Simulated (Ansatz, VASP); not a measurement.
HfSiO4 in VASP and in Ansatz

```
Hf Si O
1.0
    -3.22364    3.22364    2.92482
     3.22364   -3.22364    2.92482
     3.22364    3.22364   -2.92482
Hf Si O
2 2 8
Direct
  0.75000 0.25000 0.50000
  0.00000 0.00000 0.00000
  0.25000 0.75000 0.50000
  0.50000 0.50000 0.00000
  0.13525 0.31988 0.81537
  0.06988 0.75451 0.68463
  0.50451 0.31988 0.18463
  0.06988 0.38525 0.31537
  0.61475 0.93012 0.68463
  0.68012 0.86475 0.18463
  0.24549 0.93012 0.31537
  0.68012 0.49549 0.81537
```

Alike in both runs: task single point; functional r2SCAN; k mesh 6 × 6 × 6; no spin polarisation.

|  | VASP | Ansatz |
| --- | --- | --- |
| version | VASP 6.6.1 | Ansatz 0.2.0 |
| potentials or method | VASP PAW PBE potentials, release 64 (Hf_pv, Si, O) | plane waves, PAW |
| plane-wave cutoff (eV) | 520 | 500 |
| occupations | gaussian, width 0.01 eV | fixed |
| valence electrons in the cell | 76 | 108 |

|  | VASP | Ansatz | Ansatz less VASP |
| --- | --- | --- | --- |
| gap on the k mesh at the Fermi level (eV) | 6.28 | 6.33 | +0.050 |
| pressure (GPa) | 16.0 | 18.0 | +2.04 |
| traceless stress, the component that is largest in VASP (GPa) | 2.34 | 1.90 | -0.435 |
| rms of the force components (eV/Å) | 0.380 | 0.275 | -0.1051 |

VASP's potentials were made for PBE, not for r2SCAN. Atom by atom the forces differ by 0.111 eV/Å (rms over components). VASP's potentials hold 76 valence electrons a cell and Ansatz's 108, so a difference there can come from the potentials and not from the codes.

Spin-orbit coupling is off throughout.
